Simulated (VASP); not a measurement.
# Cs2Be (P6/mmm) in VASP: further runs

Cs2Be is run at these levels: PBE; tasks: single point, relaxation of cell and atoms.

All numbers are computed with VASP 6.6.1; they aren't measurements. Logs are shortened: lines on timing, memory, paths and dates and some standing lists are left out, and cuts for length are marked.

## Step 1: The cell of the first run

The structure is hexagonal, space group P6/mmm (No. 191). The conventional cell has a = 6.545 Å, b = 6.545 Å, c = 4.254 Å, α = 90.00°, β = 90.00°, γ = 120.00°. Within 5.0 Å of Cs (site symmetry -6m2) lie 5 Cs at 3.78 to 4.25 Å and 6 Be at 4.34 Å. Be (site symmetry 6/mmm) has 2 Be at 4.25 Å and 12 Cs at 4.34 Å within 5.6 Å.

## Step 2: Single point, PBE

Contents of INCAR:

```
SYSTEM = Cs2Be
PREC = Accurate
ENCUT = 520
EDIFF = 1E-6
ISMEAR = 0
SIGMA = 0.1
LREAL = .FALSE.
LASPH = .TRUE.
NELM = 100
ALGO = Normal
ISIF = 2
LWAVE = .FALSE.
LCHARG = .TRUE.
GGA = PE
LELF = .TRUE.
LVHAR = .TRUE.
NBANDS = 17
```

Contents of KPOINTS:

```
regular mesh
0
G
  9 9 12
  0 0 0
```

Contents of POSCAR:

```
Cs2Be
1.0
    6.5449953496      0.0000000000      0.0000000000
   -3.2724976748      5.6681322404      0.0000000000
    0.0000000000      0.0000000000      4.2544839811
Cs Be
2 1
Direct
    0.3333333333      0.6666666667      0.5000000000
    0.6666666667      0.3333333333      0.5000000000
    0.0000000000      0.0000000000      0.0000000000
```

Potentials or basis: VASP PAW PBE potentials, release 64 (Cs_sv, Be).

Command:

```bash
$ cat potpaw_PBE.64/Cs_sv/POTCAR potpaw_PBE.64/Be/POTCAR > POTCAR
$ mpirun -np 1 vasp_std > vasp.out
```

OUTCAR:

```text
SYSTEM = Cs2Be
   PREC = Accurate
   ENCUT = 520
   EDIFF = 1E-6
   ISMEAR = 0
   LREAL = .FALSE.
   LASPH = .TRUE.
   NELM = 100
   ISIF = 2
   GGA = PE

 ion  position               nearest neighbor table
   1  0.333  0.667  0.500-
   2  0.667  0.333  0.500-
   3  0.000  0.000  0.000-

  LATTYP: Found a hexagonal cell.
 ALAT       =     6.5449953496
 C/A-ratio  =     0.6500362115

  Lattice vectors:

 A1 = (   6.5449953496,   0.0000000000,   0.0000000000)
 A2 = (  -3.2724976748,   5.6681322404,   0.0000000000)
 A3 = (   0.0000000000,   0.0000000000,   4.2544839811)

Analysis of symmetry for initial positions (statically):
=====================================================================
 Subroutine PRICEL returns:
 Original cell was already a primitive cell.

 Routine SETGRP: Setting up the symmetry group for a
 hexagonal supercell.

 Subroutine GETGRP returns: Found 24 space group operations
 (whereof 24 operations were pure point group operations)
 out of a pool of 24 trial point group operations.

The static configuration has the point symmetry D_6h.

Analysis of symmetry for dynamics (positions and initial velocities):
=====================================================================
 Subroutine PRICEL returns:
 Original cell was already a primitive cell.

 Routine SETGRP: Setting up the symmetry group for a
 hexagonal supercell.

 Subroutine GETGRP returns: Found 24 space group operations
 (whereof 24 operations were pure point group operations)
 out of a pool of 24 trial point group operations.

The dynamic configuration has the point symmetry D_6h.

 Subroutine INISYM returns: Found 24 space group operations
 (whereof 24 operations are pure point group operations),
 and found     1 'primitive' translations

----------------------------------------------------------------------------------------

                                     Primitive cell

  volume of cell :     157.8324

  direct lattice vectors                    reciprocal lattice vectors
     6.544995350  0.000000000  0.000000000     0.152788497  0.088212480  0.000000000
    -3.272497675  5.668132240  0.000000000     0.000000000  0.176424959  0.000000000
     0.000000000  0.000000000  4.254483981     0.000000000  0.000000000  0.235046131

  length of vectors
     6.544995350  6.544995350  4.254483981     0.176424959  0.176424959  0.235046131

  position of ions in fractional coordinates (direct lattice)
     0.333333333  0.666666667  0.500000000
     0.666666667  0.333333333  0.500000000
     0.000000000  0.000000000  0.000000000

  ion indices of the primitive-cell ions
   primitive index   ion index
                 1           1
                 2           2
                 3           3

----------------------------------------------------------------------------------------

 KPOINTS: regular mesh

Automatic generation of k-mesh.
 Grid dimensions read from file:
 generate k-points for:    9    9   12

 Generating k-lattice:

  Cartesian coordinates                     Fractional coordinates (reciprocal lattice)
     0.016976500  0.009801387  0.000000000     0.111111111 -0.000000000  0.000000000
     0.000000000  0.019602773  0.000000000     0.000000000  0.111111111  0.000000000
     0.000000000  0.000000000  0.019587178     0.000000000  0.000000000  0.083333333

  Length of vectors
     0.019602773  0.019602773  0.019587178

  Shift w.r.t. Gamma in fractional coordinates (k-lattice)
     0.000000000  0.000000000  0.000000000

 Subroutine IBZKPT returns following result:
 ===========================================

 Found     84 irreducible k-points:

 Following reciprocal coordinates:
            Coordinates               Weight
  0.000000  0.000000  0.000000      1.000000
  0.111111  0.000000  0.000000      6.000000
  0.222222 -0.000000  0.000000      6.000000
  0.333333 -0.000000  0.000000      6.000000
  0.444444 -0.000000  0.000000      6.000000
  0.111111  0.111111  0.000000      6.000000
[... 16 lines left out ...]
  0.333333  0.222222  0.083333     24.000000
  0.333333  0.333333  0.083333      4.000000
 [... further k-points ...]
   k-points           NKPTS =     84   k-points in BZ     NKDIM =     84   number of bands    NBANDS=     17
   number of dos      NEDOS =    301   number of ions     NIONS =      3
   total plane-waves  NPLWV =  80000
   dimension x,y,z NGX =    50 NGY =   50 NGZ =   32
   dimension x,y,z NGXF=   100 NGYF=  100 NGZF=   64
   ions per type =               2   1
   NGX,Y,Z   is equivalent  to a cutoff of  12.70, 12.70, 12.50 a.u.
   NGXF,Y,Z  is equivalent  to a cutoff of  25.40, 25.40, 25.01 a.u.
 SYSTEM =  Cs2Be
   PREC   = accura    normal or accurate (medium, high low for compatibility)
   ISTART =      0    job   : 0-new  1-cont  2-samecut
   ICHARG =      2    charge: 1-file 2-atom 10-const
   ISPIN  =      1    spin polarized calculation?
   LNONCOLLINEAR =      F non collinear calculations
   LSORBIT =      F    spin-orbit coupling
   LASPH  =      T    aspherical Exc in radial PAW
   ENCUT  =  520.0 eV  38.22 Ry    6.18 a.u.  12.17 12.17  7.91*2*pi/ulx,y,z
   NELM   =    100;   NELMIN=  2; NELMDL= -5     # of ELM steps
   EDIFF  = 0.1E-05   stopping-criterion for ELM
   LREAL  =      F    real-space projection
   EDIFFG = 0.1E-04   stopping-criterion for IOM
   NSW    =      0    number of steps for IOM
   IBRION =     -1    ionic relax: 0-MD 1-quasi-New 2-CG
   NFREE  =      0    steps in history (QN), initial steepest desc. (CG)
   ISIF   =      2    stress and relaxation
   ISYM   =      2    0-nonsym 1-usesym 2-fastsym
   POTIM  = 0.5000    time-step for ionic-motion
   TEBEG  =    0.0;   TEEND  =   0.0 temperature during run
   PSTRESS=    0.0 pullay stress
   NELECT =      20.0000    total number of electrons
   NUPDOWN=      -1.0000    fix difference up-down
   EMIN   =  10.00;   EMAX   =-10.00  energy-range for DOS
   EFERMI =   0.00;   METHOD = LEGACY
   ISMEAR =     0;   SIGMA  =   0.10  broadening in eV -4-tet -1-fermi 0-gaus
   EFERMI_NEDOS =   21; number of points for ismear=-14 and -15
   IALGO  =     38    algorithm
   IMIX   =      4    mixing-type and parameters
     AMIX     =   0.40;   BMIX     =  1.00
     AMIX_MAG =   1.60;   BMIX_MAG =  1.00
  volume/ion in A,a.u.               =      52.61       355.04
  Fermi-wavevector in a.u.,A,eV,Ry     =   0.822279  1.553883  9.199490  0.676143
  Thomas-Fermi vector in A             =   1.933587
   LORBIT       =      0    0 simple, 1 ext, 2 COOP (PROOUT), +10 PAW based schemes
   GGA     = PE    functional components
   LHFCALC =     F    Hartree Fock is set to
   AEXX    =    0.0000 exact exchange contribution
   IVDW    =     0    specifies the selected vdW correction
   LEPSILON=     F    determine dielectric tensor
   LRPA    =     F    only Hartree local field effects (RPA)
 non-spin polarized calculation
 Gauss-broadening in eV      SIGMA  =   0.10
  energy-cutoff  :      520.00
  volume of cell :      157.83
 maximum number of plane-waves:      4278
 NGX is ok and might be reduce to    50
   NGX = 25   NGY = 25   NGZ = 15

 number of electron      20.0000000 magnetization

 Free energy of the ion-electron system (eV)
  ---------------------------------------------------
  ext. energy  EPLUGINS =         0.00000000
  ---------------------------------------------------
  free energy    TOTEN  =        -2.46060866 eV

  energy without entropy =       -2.43408810  energy(sigma->0) =       -2.44734838

 E-fermi :   1.6908     XC(G=0):  -7.0500

 val. band max:        1.6846171571   @ k =   0.4444  -0.0000   0.3333
 cond. band min:       1.6933061235   @ k =   0.3333   0.1111   0.3333
 fundamental gap:      0.0086889664
 Fermi energy:         1.6907671524

 k-point     1 :       0.0000    0.0000    0.0000
  band No.  band energies     occupation
      1     -22.1625      2.00000
      2     -21.9119      2.00000
      3      -9.3964      2.00000
      4      -9.3964      2.00000
      5      -8.6602      2.00000
      6      -8.4394      2.00000
[... 9 lines left out ...]
     16       4.7512      0.00000
     17       4.7512      0.00000

 k-point     2 :       0.1111    0.0000    0.0000
  band No.  band energies     occupation
      1     -22.1561      2.00000
      2     -21.9188      2.00000
      3      -9.4085      2.00000
      4      -9.3778      2.00000
      5      -8.6532      2.00000
      6      -8.4615      2.00000
[... 9 lines left out ...]
     16       4.6959      0.00000
     17       4.7345      0.00000

 k-point     3 :       0.2222   -0.0000    0.0000
  band No.  band energies     occupation
      1     -22.1378      2.00000
      2     -21.9385      2.00000
      3      -9.4377      2.00000
      4      -9.3271      2.00000
      5      -8.6334      2.00000
      6      -8.5205      2.00000
[... 9 lines left out ...]
     16       4.5984      0.00000
     17       4.7811      0.00000

 k-point     4 :       0.3333   -0.0000    0.0000
  band No.  band energies     occupation
      1     -22.1112      2.00000
      2     -21.9665      2.00000
      3      -9.4685      2.00000
      4      -9.2608      2.00000
      5      -8.6046      2.00000
      6      -8.5954      2.00000
[... 9 lines left out ...]
     16       4.3997      0.00000
     17       5.2699      0.00000
[... 343 lines left out ...]
      1     -22.0922      2.00000
      2     -21.9798      2.00000
      3      -9.4995      2.00000
      4      -9.1678      2.00000
      5      -8.6822      2.00000
      6      -8.6337      2.00000
[... 9 lines left out ...]
     16       4.4692      0.00000
     17       4.6250      0.00000

 k-point    23 :       0.3333    0.2222    0.0833
  band No.  band energies     occupation
      1     -22.0649      2.00000
      2     -22.0079      2.00000
      3      -9.5244      2.00000
      4      -9.0699      2.00000
      5      -8.7815      2.00000
      6      -8.6052      2.00000
[... 9 lines left out ...]
     16       4.3578      0.00000
     17       4.3968      0.00000

 k-point    24 :       0.3333    0.3333    0.0833
  band No.  band energies     occupation
      1     -22.0365      2.00000
      2     -22.0365      2.00000
      3      -9.5388      2.00000
      4      -8.9261      2.00000
      5      -8.9261      2.00000
      6      -8.5739      2.00000
[... 9 lines left out ...]
     16       4.1569      0.00000
     17       4.2332      0.00000

 [... further k-points ...]

------------------------ aborting loop because EDIFF is reached ----------------------------------------

  FORCE on cell =-STRESS in cart. coord.  units (eV):
  Direction    XX          YY          ZZ          XY          YZ          ZX
  --------------------------------------------------------------------------------------
  -------------------------------------------------------------------------------------
  Total        0.0074130      0.0074130      0.0202642      0.0000000      0.0000000      0.0000000
  in kB        0.0752500      0.0752500      0.2057049      0.0000000      0.0000000      0.0000000
  external PRESSURE =       0.1187350 kB  Pullay stress =       0.0000000 kB

 VOLUME and BASIS-vectors are now :
 -----------------------------------------------------------------------------
  energy-cutoff  :      520.00
  volume of cell :      157.83
      direct lattice vectors                 reciprocal lattice vectors
     6.544995350  0.000000000  0.000000000     0.152788497  0.088212480  0.000000000
    -3.272497675  5.668132240  0.000000000     0.000000000  0.176424959  0.000000000
     0.000000000  0.000000000  4.254483981     0.000000000  0.000000000  0.235046131

 POSITION                                       TOTAL-FORCE (eV/Angst)
 -----------------------------------------------------------------------------------
     -0.00000      3.77875      2.12724        -0.000000      0.000000      0.000000
      3.27250      1.88938      2.12724         0.000000     -0.000000      0.000000
      0.00000      0.00000      0.00000         0.000000      0.000000      0.000000
 -----------------------------------------------------------------------------------
    total drift:                                0.000000     -0.000000      0.000000

  FREE ENERGIE OF THE ION-ELECTRON SYSTEM (eV)
  ---------------------------------------------------
  free  energy   TOTEN  =        -2.4606086612 eV

  energy  without entropy=       -2.4340881000  energy(sigma->0) =       -2.44734838
```

It took 2.5 min on 1 thread of Intel Xeon Platinum 8488C (Sapphire Rapids), shared host; peak memory 0.4 GiB.

Results:

| Property | Result |
| --- | --- |
| Free energy | -2.4606 eV |
| Pressure | 0.0 GPa |
| Band gap on the k mesh | zero (band 10 reaches 2.16 eV, above the bottom of band 11 at 1.24 eV) |

Levels at points of the mesh, in eV from the Fermi level:
| k point | band 8 | band 9 | band 10 | band 11 | band 12 | band 13 |
| --- | --- | --- | --- | --- | --- | --- |
| (0.00, 0.00, 0.00) | -10.08 | -3.37 | 0.23 | 0.23 | 0.62 | 2.12 |
| (0.00, 0.00, 0.50) | -10.06 | -1.90 | -0.69 | 0.79 | 0.79 | 0.84 |

Caveat: spin-orbit coupling is left out, which moves the levels of the heavy elements.

## Step 3: Relaxation of cell and atoms, PBE

This run uses another cell than the first one, of 51.08 Å³/atom, 0.971 times its volume.

Contents of INCAR:

```
SYSTEM = Cs2Be
ALGO = Normal
EDIFF = 1E-6
EDIFFG = -0.01
ENCUT = 600
GGA = PE
IBRION = 2
ISIF = 3
ISMEAR = 0
LASPH = .True.
LCHARG = .False.
LREAL = .False.
LWAVE = .False.
NELM = 100
NSW = 100
PREC = Accurate
SIGMA = 0.1
```

Contents of KPOINTS:

```
k-points
0
Gamma
  9 9 12
  0 0 0
```

Contents of POSCAR:

```
Cs2Be
1.0
    6.4931809859      0.0000000000      0.0000000000
   -3.2465904929      5.6232596851      0.0000000000
    0.0000000000      0.0000000000      4.1964695515
Cs Be
2 1
Direct
    0.3333333333      0.6666666667      0.5000000000
    0.6666666667      0.3333333333      0.5000000000
    0.0000000000      0.0000000000      0.0000000000
```

Potentials or basis: VASP PAW PBE potentials, release 64 (Cs_sv, Be).

Command:

```bash
$ cat potpaw_PBE.64/Cs_sv/POTCAR potpaw_PBE.64/Be/POTCAR > POTCAR
$ mpirun -np 1 vasp_std > vasp.out
```

Wall time 12 min (1 thread of Intel Xeon Platinum 8488C (Sapphire Rapids), shared host); peak memory 0.47 GiB.

Results (log left out):

```
Free energy                            : -2.4604 eV
Relaxed volume                         : 52.82 Å³/atom
Relaxed cell                           : a = 6.557 Å, b = 6.557 Å, c = 4.256 Å, α = 90.00°, β = 90.00°, γ = 120.00°
Space group after relaxing (to 0.05 Å) : P6/mmm (No. 191)
Energy gained by relaxing              : 0.7 meV/atom
Ionic steps                            : 7
Pressure after relaxing                : 0.0 GPa
Band gap on the k mesh                 : zero (band 10 reaches 2.14 eV, above the bottom of band 11 at 1.23 eV)
```

The path:
| step | energy change (eV) | largest force (eV/Å) | pressure (GPa) | volume (Å³) |
| --- | --- | --- | --- | --- |
| 1 | 0.0000 | 0.0000 | 0.14 | 153.23 |
| 2 | -0.0007 | 0.0000 | 0.11 | 154.19 |
| 3 | -0.0019 | 0.0000 | 0.04 | 156.71 |
| 4 | -0.0013 | 0.0000 | -0.08 | 161.85 |
| 5 | -0.0022 | 0.0000 | -0.01 | 158.50 |
| 6 | -0.0022 | 0.0000 | 0.00 | 158.40 |
| 7 | -0.0022 | 0.0000 | 0.00 | 158.47 |

Final structure:
```xyz
3
Lattice="6.5567 0.0000 0.0000 -3.2784 5.6783 0.0000 0.0000 0.0000 4.2565" Properties=species:S:1:pos:R:3 pbc="T T T"
Cs    0.0000    3.7855    2.1282
Cs    3.2784    1.8928    2.1282
Be    0.0000    0.0000    0.0000
```

Levels at points of the mesh, in eV from the Fermi level:
```tsv
k point	band 8	band 9	band 10	band 11	band 12	band 13
(0.00, 0.00, 0.00)	-10.09	-3.36	0.23	0.23	0.61	2.10
(0.00, 0.00, 0.50)	-10.07	-1.90	-0.68	0.79	0.79	0.84
```

Caveat: spin-orbit coupling is left out, which moves the levels of the heavy elements.

## Step 4: Single point, PBE

This run uses another cell than the first one, of 51.08 Å³/atom, 0.971 times its volume.

Contents of INCAR:

```
SYSTEM = Cs2Be
ALGO     = Normal         ! electronic algorithm
EDIFF    = 1E-6           ! SCF threshold, eV
ENCUT    = 520            ! plane-wave cutoff, eV
GGA      = PE             ! functional
ISIF     = 2              ! what is computed and relaxed
ISMEAR   = 0              ! smearing method
LASPH    = .True.         ! aspherical terms in the spheres
LCHARG   = .False.        ! write CHGCAR
LREAL    = .False.        ! projectors in reciprocal space
LWAVE    = .False.        ! write WAVECAR
NBANDS   = 17             ! bands
NELM     = 100            ! most SCF steps
PREC     = Accurate       ! precision mode
SIGMA    = 0.1            ! smearing width, eV
```

Contents of KPOINTS:

```
k-points
0
Gamma
  6 6 4
  0 0 0
```

POSCAR is that of step 3.

Command:

```bash
$ cat potpaw_PBE.64/Cs_sv/POTCAR potpaw_PBE.64/Be/POTCAR > POTCAR
$ mpirun -np 1 vasp_std > vasp.out
```

Run time: 35 s. Hardware: 1 thread of Intel Xeon Platinum 8488C (Sapphire Rapids), shared host; peak memory 0.26 GiB.

The run converged. Its results:

- Free energy: -2.4945 eV
- Pressure: 0.2 GPa
- Band gap on the k mesh: zero (band 10 reaches 2.26 eV, above the bottom of band 11 at 1.36 eV)

Stress tensor (GPa, compression positive):
```
0.17 0.00 0.00
0.00 0.17 0.00
0.00 0.00 0.27
```

Levels at points of the mesh, in eV from the Fermi level:
```tsv
k point	band 6	band 7	band 8	band 9	band 10	band 11	band 12	band 13	band 14	band 15
(0.00, 0.00, 0.00)	-10.04	-10.04	-9.98	-3.33	0.29	0.29	0.68	2.18	2.57	3.19
(0.50, 0.00, 0.00)	-10.17	-10.08	-9.90	-2.78	-0.87	0.43	0.81	1.98	2.35	2.57
(0.00, 0.00, 0.50)	-10.62	-9.96	-9.96	-1.79	-0.62	0.84	0.84	0.85	0.85	2.85
(0.50, 0.00, 0.50)	-10.73	-10.19	-9.83	-2.09	-0.22	-0.07	0.55	2.20	2.21	2.48
```

Caveat: the k points lie up to 0.37 Å⁻¹ apart; spin-orbit coupling is left out, which moves the levels of the heavy elements.

## Step 5: The runs side by side

```csv
task,cell,k mesh,cutoff (eV),gap on the mesh (eV),pressure (GPa)
single point,"a = 6.545, b = 6.545, c = 4.254 Å, angles 90.0, 90.0, 120.0°, 3 atoms",9 × 9 × 12,520,none,0.0
relaxation of cell and atoms,"relaxed from a = 6.493, b = 6.493, c = 4.196 Å, angles 90.0, 90.0, 120.0°, 3 atoms",9 × 9 × 12,600,none,0.0
single point,"a = 6.493, b = 6.493, c = 4.196 Å, angles 90.0, 90.0, 120.0°, 3 atoms",6 × 6 × 4,520,none,0.2
```

Alike in all rows: level PBE; potentials or basis VASP PAW PBE potentials, release 64 (Cs_sv, Be); no spin polarisation; smearing gaussian 0.1 eV.

Caveats: some runs use coarse meshes; spin-orbit coupling is left out, which moves the levels of the heavy elements.

Total energies depend on the potentials used, so only differences within one code and one set of settings carry meaning.
